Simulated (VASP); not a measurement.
# Al3Ge2Ru (P4/mmm) in VASP: relaxation of cell and atoms with PBE

Aim: the relaxation of cell and atoms of Al3Ge2Ru with PBE.

All numbers are computed with VASP 6.6.1; they aren't measurements. Logs are shortened: lines on timing, memory, paths and dates and some standing lists are left out, and cuts for length are marked.

### 1 The cell of the first run

It takes space group P4/mmm (No. 123, tetragonal). Conventional cell: a = 3.226 Å, b = 3.226 Å, c = 9.114 Å, α = 90.00°, β = 90.00°, γ = 90.00°. Within 3.5 Å of Al (site symmetry 4mm) lie 4 Ru at 2.64 Å and 6 Al at 2.66 to 3.23 Å and 4 Ge at 2.78 Å. Within 3.7 Å of Al (site symmetry 4/mmm) lie 8 Ge at 2.81 Å and 6 Al at 3.22 to 3.23 Å. Ge (site symmetry 4mm) has 8 Al at 2.78 to 2.81 Å and 1 Ru at 2.92 Å and 5 Ge at 3.23 to 3.28 Å within 3.7 Å. Within 3.5 Å of Ru (site symmetry 4/mmm) lie 8 Al at 2.64 Å and 2 Ge at 2.92 Å and 4 Ru at 3.23 Å.

The cell was built from a structure type or drawn by symmetry, and may not be a known phase.

### 2 Relaxation of cell and atoms, PBE

The input, INCAR:

```
ALGO     = Fast           # electronic algorithm
EDIFF    = 1E-6           # SCF threshold, eV
EDIFFG   = -0.01          # ionic threshold
ENCUT    = 600            # plane-wave cutoff, eV
GGA      = PE             # functional
IBRION   = 2              # ionic algorithm
ISIF     = 3              # what is computed and relaxed
ISMEAR   = 0              # smearing method
LASPH    = True           # aspherical terms in the spheres
LCHARG   = False          # write CHGCAR
LREAL    = False          # projectors in reciprocal space
LWAVE    = False          # write WAVECAR
NELM     = 100            # most SCF steps
NSW      = 100            # ionic steps
PREC     = Accurate       # precision mode
SIGMA    = 0.1            # smearing width, eV
```

The input, KPOINTS:

```
k-points
0
Gamma
  12 12 4
```

The input, POSCAR:

```
Al3Ge2Ru
1.0
    3.2264993410      0.0000000000      0.0000000000
    0.0000000000      3.2264993410      0.0000000000
    0.0000000000      0.0000000000      9.1142906229
Al Ge Ru
3 2 1
Direct
    0.5000000000      0.5000000000      0.1461660532
    0.5000000000      0.5000000000      0.5000000000
    0.5000000000      0.5000000000      0.8538339468
    0.0000000000      0.0000000000      0.3200801965
    0.0000000000      0.0000000000      0.6799198035
    0.0000000000      0.0000000000      0.0000000000
```

Potentials or basis: VASP PAW PBE potentials, release 64 (Al, Ge_d, Ru_pv).

Command:

```bash
$ cat potpaw_PBE.64/Al/POTCAR potpaw_PBE.64/Ge_d/POTCAR potpaw_PBE.64/Ru_pv/POTCAR > POTCAR
$ mpirun -np 1 vasp_std > vasp.out
```

OUTCAR:

```text
EDIFF = 1E-6
   EDIFFG = -0.01
   ENCUT = 600
   GGA = PE
   IBRION = 2
   ISIF = 3
   ISMEAR = 0
   LASPH = True
   LREAL = False
   NELM = 100
   NSW = 100
   PREC = Accurate

 ion  position               nearest neighbor table
   1  0.500  0.500  0.146-   6 2.64   6 2.64   6 2.64   6 2.64   3 2.66   4 2.78   4 2.78   4 2.78
                             4 2.78   2 3.22
   2  0.500  0.500  0.500-   4 2.81   5 2.81   4 2.81   5 2.81   4 2.81   5 2.81   4 2.81   5 2.81
                             1 3.22   3 3.22
   3  0.500  0.500  0.854-   6 2.64   6 2.64   6 2.64   6 2.64   1 2.66   5 2.78   5 2.78   5 2.78
                             5 2.78   2 3.22
   4  0.000  0.000  0.320-   1 2.78   1 2.78   1 2.78   1 2.78   2 2.81   2 2.81   2 2.81   2 2.81
                             6 2.92
   5  0.000  0.000  0.680-   3 2.78   3 2.78   3 2.78   3 2.78   2 2.81   2 2.81   2 2.81   2 2.81
                             6 2.92
   6  0.000  0.000  0.000-   1 2.64   3 2.64   1 2.64   3 2.64   1 2.64   3 2.64   1 2.64   3 2.64
                             4 2.92   5 2.92

  LATTYP: Found a simple tetragonal cell.
 ALAT       =     3.2264993410
 C/A-ratio  =     2.8248233332

  Lattice vectors:

 A1 = (   3.2264993410,   0.0000000000,   0.0000000000)
 A2 = (   0.0000000000,   3.2264993410,   0.0000000000)
 A3 = (   0.0000000000,   0.0000000000,   9.1142906229)

Analysis of symmetry for initial positions (statically):
=====================================================================
 Subroutine PRICEL returns:
 Original cell was already a primitive cell.

 Routine SETGRP: Setting up the symmetry group for a
 simple tetragonal supercell.

 Subroutine GETGRP returns: Found 16 space group operations
 (whereof 16 operations were pure point group operations)
 out of a pool of 16 trial point group operations.

The static configuration has the point symmetry D_4h.

Analysis of symmetry for dynamics (positions and initial velocities):
=====================================================================
 Subroutine PRICEL returns:
 Original cell was already a primitive cell.

 Routine SETGRP: Setting up the symmetry group for a
 simple tetragonal supercell.

 Subroutine GETGRP returns: Found 16 space group operations
 (whereof 16 operations were pure point group operations)
 out of a pool of 16 trial point group operations.

The dynamic configuration has the point symmetry D_4h.

 Subroutine INISYM returns: Found 16 space group operations
 (whereof 16 operations are pure point group operations),
 and found     1 'primitive' translations

----------------------------------------------------------------------------------------

                                     Primitive cell

  volume of cell :      94.8825

  direct lattice vectors                    reciprocal lattice vectors
     3.226499341  0.000000000  0.000000000     0.309933428  0.000000000  0.000000000
     0.000000000  3.226499341  0.000000000     0.000000000  0.309933428  0.000000000
     0.000000000  0.000000000  9.114290623     0.000000000  0.000000000  0.109717809

  length of vectors
     3.226499341  3.226499341  9.114290623     0.309933428  0.309933428  0.109717809

  position of ions in fractional coordinates (direct lattice)
     0.500000000  0.500000000  0.146166053
     0.500000000  0.500000000  0.500000000
     0.500000000  0.500000000  0.853833947
     0.000000000  0.000000000  0.320080197
     0.000000000  0.000000000  0.679919803
     0.000000000  0.000000000  0.000000000

  ion indices of the primitive-cell ions
   primitive index   ion index
                 1           1
                 2           2
                 3           3
                 4           4
                 5           5
                 6           6

----------------------------------------------------------------------------------------

 KPOINTS: k-points

Automatic generation of k-mesh.
 Grid dimensions read from file:
 generate k-points for:   12   12    4

 Generating k-lattice:

  Cartesian coordinates                     Fractional coordinates (reciprocal lattice)
     0.025827786  0.000000000  0.000000000     0.083333333  0.000000000  0.000000000
     0.000000000  0.025827786  0.000000000     0.000000000  0.083333333  0.000000000
     0.000000000  0.000000000  0.027429452     0.000000000  0.000000000  0.250000000

  Length of vectors
     0.025827786  0.025827786  0.027429452

  Shift w.r.t. Gamma in fractional coordinates (k-lattice)
     0.000000000  0.000000000  0.000000000

 Subroutine IBZKPT returns following result:
 ===========================================

 Found     84 irreducible k-points:

 Following reciprocal coordinates:
            Coordinates               Weight
  0.000000  0.000000  0.000000      1.000000
  0.083333  0.000000  0.000000      4.000000
  0.166667  0.000000  0.000000      4.000000
  0.250000  0.000000  0.000000      4.000000
  0.333333  0.000000  0.000000      4.000000
  0.416667  0.000000  0.000000      4.000000
[... 16 lines left out ...]
  0.333333  0.333333  0.000000      4.000000
  0.416667  0.333333  0.000000      8.000000
 [... further k-points ...]
   k-points           NKPTS =     84   k-points in BZ     NKDIM =     84   number of bands    NBANDS=     30
   number of dos      NEDOS =    301   number of ions     NIONS =      6
   total plane-waves  NPLWV =  62720
   dimension x,y,z NGX =    28 NGY =   28 NGZ =   80
   dimension x,y,z NGXF=    56 NGYF=   56 NGZF=  160
   ions per type =               3   2   1
   NGX,Y,Z   is equivalent  to a cutoff of  14.43, 14.43, 14.59 a.u.
   NGXF,Y,Z  is equivalent  to a cutoff of  28.85, 28.85, 29.18 a.u.
 SYSTEM =  unknown system
   PREC   = accura    normal or accurate (medium, high low for compatibility)
   ISTART =      0    job   : 0-new  1-cont  2-samecut
   ICHARG =      2    charge: 1-file 2-atom 10-const
   ISPIN  =      1    spin polarized calculation?
   LNONCOLLINEAR =      F non collinear calculations
   LSORBIT =      F    spin-orbit coupling
   LASPH  =      T    aspherical Exc in radial PAW
   ENCUT  =  600.0 eV  44.10 Ry    6.64 a.u.   6.44  6.44 18.20*2*pi/ulx,y,z
   NELM   =    100;   NELMIN=  2; NELMDL= -5     # of ELM steps
   EDIFF  = 0.1E-05   stopping-criterion for ELM
   LREAL  =      F    real-space projection
   EDIFFG = -.1E-01   stopping-criterion for IOM
   NSW    =    100    number of steps for IOM
   IBRION =      2    ionic relax: 0-MD 1-quasi-New 2-CG
   NFREE  =      1    steps in history (QN), initial steepest desc. (CG)
   ISIF   =      3    stress and relaxation
   ISYM   =      2    0-nonsym 1-usesym 2-fastsym
   POTIM  = 0.5000    time-step for ionic-motion
   TEBEG  =    0.0;   TEEND  =   0.0 temperature during run
   PSTRESS=    0.0 pullay stress
   NELECT =      51.0000    total number of electrons
   NUPDOWN=      -1.0000    fix difference up-down
   EMIN   =  10.00;   EMAX   =-10.00  energy-range for DOS
   EFERMI =   0.00;   METHOD = LEGACY
   ISMEAR =     0;   SIGMA  =   0.10  broadening in eV -4-tet -1-fermi 0-gaus
   EFERMI_NEDOS =   21; number of points for ismear=-14 and -15
   IALGO  =     68    algorithm
   IMIX   =      4    mixing-type and parameters
     AMIX     =   0.40;   BMIX     =  1.00
     AMIX_MAG =   1.60;   BMIX_MAG =  1.00
  volume/ion in A,a.u.               =      15.81       106.72
  Fermi-wavevector in a.u.,A,eV,Ry     =   1.331076  2.515369 24.106306  1.771764
  Thomas-Fermi vector in A             =   2.460115
   LORBIT       =      0    0 simple, 1 ext, 2 COOP (PROOUT), +10 PAW based schemes
   GGA     = PE    functional components
   LHFCALC =     F    Hartree Fock is set to
   AEXX    =    0.0000 exact exchange contribution
   IVDW    =     0    specifies the selected vdW correction
   LEPSILON=     F    determine dielectric tensor
   LRPA    =     F    only Hartree local field effects (RPA)
 conjugate gradient relaxation of ions
 non-spin polarized calculation
 RMM-DIIS sequential band-by-band and
 Gauss-broadening in eV      SIGMA  =   0.10
  energy-cutoff  :      600.00
  volume of cell :       94.88
 maximum number of plane-waves:      3205
 NGX is ok and might be reduce to    28
   NGX = 13   NGY = 13   NGZ = 37

--------------------------------------- Ionic step        1  -------------------------------------------

 number of electron      51.0000028 magnetization

 Free energy of the ion-electron system (eV)
  ---------------------------------------------------
  ext. energy  EPLUGINS =         0.00000000
  ---------------------------------------------------
  free energy    TOTEN  =       -30.00549406 eV

  energy without entropy =      -29.99081694  energy(sigma->0) =      -29.99815550

------------------------ aborting loop because EDIFF is reached ----------------------------------------

  FORCE on cell =-STRESS in cart. coord.  units (eV):
  Direction    XX          YY          ZZ          XY          YZ          ZX
  --------------------------------------------------------------------------------------
  -------------------------------------------------------------------------------------
  Total       -0.3302576     -0.3302576      1.1029998      0.0000000      0.0000000      0.0000000
  in kB       -5.5767005     -5.5767005     18.6251591      0.0000000      0.0000000      0.0000000
  external PRESSURE =       2.4905860 kB  Pullay stress =       0.0000000 kB
[... 101 lines left out ...]
  FREE ENERGIE OF THE ION-ELECTRON SYSTEM (eV)
  ---------------------------------------------------
  free  energy   TOTEN  =       -30.0347458766 eV

  energy  without entropy=      -30.0190350878  energy(sigma->0) =      -30.02689048

[... ionic steps 4 to 33 ...]

--------------------------------------- Ionic step       34  -------------------------------------------

 number of electron      50.9999988 magnetization

------------------------ aborting loop because EDIFF is reached ----------------------------------------

  FORCE on cell =-STRESS in cart. coord.  units (eV):
  Direction    XX          YY          ZZ          XY          YZ          ZX
  --------------------------------------------------------------------------------------
  -------------------------------------------------------------------------------------
  Total        0.0075099      0.0075099      0.0041181      0.0000000      0.0000000      0.0000000
  in kB        0.1241972      0.1241972      0.0681047      0.0000000      0.0000000      0.0000000
  external PRESSURE =       0.1054997 kB  Pullay stress =       0.0000000 kB
[... 65 lines left out ...]
  energy  without entropy=      -30.1186013458  energy(sigma->0) =      -30.12372004

--------------------------------------- Ionic step       36  -------------------------------------------

 number of electron      50.9999985 magnetization

 Free energy of the ion-electron system (eV)
  ---------------------------------------------------
  ext. energy  EPLUGINS =         0.00000000
  ---------------------------------------------------
  free energy    TOTEN  =       -30.12887808 eV

  energy without entropy =      -30.11869134  energy(sigma->0) =      -30.12378471

 E-fermi :   8.6147     XC(G=0): -11.3094

 val. band max:        8.6068948065   @ k =   0.3333   0.0000   0.0000
 cond. band min:       8.6344292034   @ k =   0.2500   0.0833   0.5000
 fundamental gap:      0.0275343968
 Fermi energy:         8.6147307733

 k-point     1 :       0.0000    0.0000    0.0000
  band No.  band energies     occupation
      1     -33.7947      2.00000
      2     -33.7947      2.00000
      3     -33.7785      2.00000
      4     -16.0796      2.00000
      5     -16.0792      2.00000
      6     -16.0470      2.00000
[... 781 lines left out ...]
     29       9.2407      0.00000
     30       9.8189      0.00000

 [... further k-points ...]

------------------------ aborting loop because EDIFF is reached ----------------------------------------

  FORCE on cell =-STRESS in cart. coord.  units (eV):
  Direction    XX          YY          ZZ          XY          YZ          ZX
  --------------------------------------------------------------------------------------
  -------------------------------------------------------------------------------------
  Total       -0.0296977     -0.0296977     -0.0405624      0.0000000      0.0000000      0.0000000
  in kB       -0.4909489     -0.4909489     -0.6705582      0.0000000      0.0000000      0.0000000
  external PRESSURE =      -0.5508186 kB  Pullay stress =       0.0000000 kB
[... 21 lines left out ...]
  FREE ENERGIE OF THE ION-ELECTRON SYSTEM (eV)
  ---------------------------------------------------
  free  energy   TOTEN  =       -30.1288780756 eV

  energy  without entropy=      -30.1186913382  energy(sigma->0) =      -30.12378471

 reached required accuracy - stopping structural energy minimisation
```

Wall time 45 min (1 thread of Intel Xeon 6975P-C (Granite Rapids), shared host); peak memory 0.47 GiB.

Results:

```yaml
Free_energy: -30.1289 eV
Relaxed_volume: 16.15 Å³/atom
Relaxed_cell: a = 3.122 Å, b = 3.122 Å, c = 9.941 Å, α = 90.00°, β = 90.00°, γ = 90.00°
Space_group_after_relaxing_to_0.1_Å: P4/mmm (No. 123)
Energy_gained_by_relaxing: 20.6 meV/atom
Ionic_steps: 36
Pressure_after_relaxing: -0.1 GPa
Largest_force_after_relaxing: 0.005 eV/Å
Band_gap_on_the_k_mesh: zero (an odd number of electrons rules out a gap without spin polarisation)
```

Forces in eV/Å, atoms in the order of the input:
```
Al   0.000  0.000  0.001
Al   0.000  0.000  0.000
Al   0.000  0.000 -0.001
Ge   0.000  0.000 -0.005
Ge   0.000  0.000  0.005
Ru   0.000  0.000  0.000
```

The path:
```csv
step,energy change (eV),largest force (eV/Å),pressure (GPa),volume (Å³)
1,0.0000,0.1080,0.25,94.88
2,-0.0126,0.1117,-0.12,95.22
3,-0.0293,0.5284,-1.08,96.17
4,-0.0350,0.5469,-0.96,96.11
5,-0.0535,0.5862,-0.57,95.92
6,-0.0814,0.6089,0.38,95.49
7,-0.0551,0.5956,2.61,94.46
8,-0.0869,0.5890,1.04,95.15
9,-0.1017,0.4297,0.95,95.63
10,-0.1118,0.2339,0.75,96.26
11,-0.1102,0.1554,0.73,97.50
12,-0.1141,0.0794,0.69,96.87
13,-0.1142,0.0799,0.70,96.77
14,-0.1177,0.0794,-0.03,97.34
15,-0.1183,0.0828,-0.42,97.65
16,-0.1202,0.0155,-0.26,97.51
17,-0.1208,0.0680,-0.13,97.39
18,-0.1208,0.0806,-0.12,97.37
19,-0.1215,0.0730,0.05,97.17
20,-0.1219,0.0648,0.21,96.95
21,-0.1221,0.0465,0.51,96.52
22,-0.1224,0.0350,0.49,96.51
23,-0.1228,0.0148,0.39,96.50
24,-0.1228,0.0165,0.34,96.50
25,-0.1230,0.0158,0.26,96.60
26,-0.1232,0.0175,-0.12,96.92
27,-0.1232,0.0201,-0.02,96.85
28,-0.1232,0.0175,-0.02,96.85
29,-0.1233,0.0180,-0.05,96.89
30,-0.1232,0.0202,0.00,96.86
31,-0.1233,0.0178,-0.04,96.88
32,-0.1233,0.0158,-0.04,96.88
33,-0.1233,0.0135,0.00,96.88
34,-0.1233,0.0128,0.01,96.88
35,-0.1233,0.0115,-0.02,96.89
36,-0.1234,0.0053,-0.06,96.92
```

Final structure:
```yaml
crystal:
  lattice:
    - [3.12239, 0.00000, 0.00000]
    - [0.00000, 3.12239, 0.00000]
    - [0.00000, 0.00000, 9.94085]
  atoms:
    - { symbol: Al, position: [0.50000, 0.50000, 0.13777] }
    - { symbol: Al, position: [0.50000, 0.50000, 0.50000] }
    - { symbol: Al, position: [0.50000, 0.50000, 0.86223] }
    - { symbol: Ge, position: [0.00000, 0.00000, 0.31410] }
    - { symbol: Ge, position: [0.00000, 0.00000, 0.68590] }
    - { symbol: Ru, position: [0.00000, 0.00000, 0.00000] }
```

Levels at points of the mesh, in eV from the Fermi level:
```
           k point  band 23  band 24  band 25  band 26  band 27  band 28
(0.00, 0.00, 0.00)    -0.74     1.14     1.92     1.92     3.02     3.02
(0.50, 0.00, 0.00)    -2.35    -1.51    -1.27    -0.51     1.33     1.59
(0.50, 0.50, 0.00)    -2.13    -2.13    -1.51    -1.51    -1.41     0.50
(0.00, 0.00, 0.50)    -0.74     0.09     2.21     2.21     2.50     2.50
(0.50, 0.00, 0.50)    -2.35    -1.27    -1.27     0.69     1.54     1.62
(0.50, 0.50, 0.50)    -2.40    -1.70    -1.13    -0.84    -0.39    -0.39
```
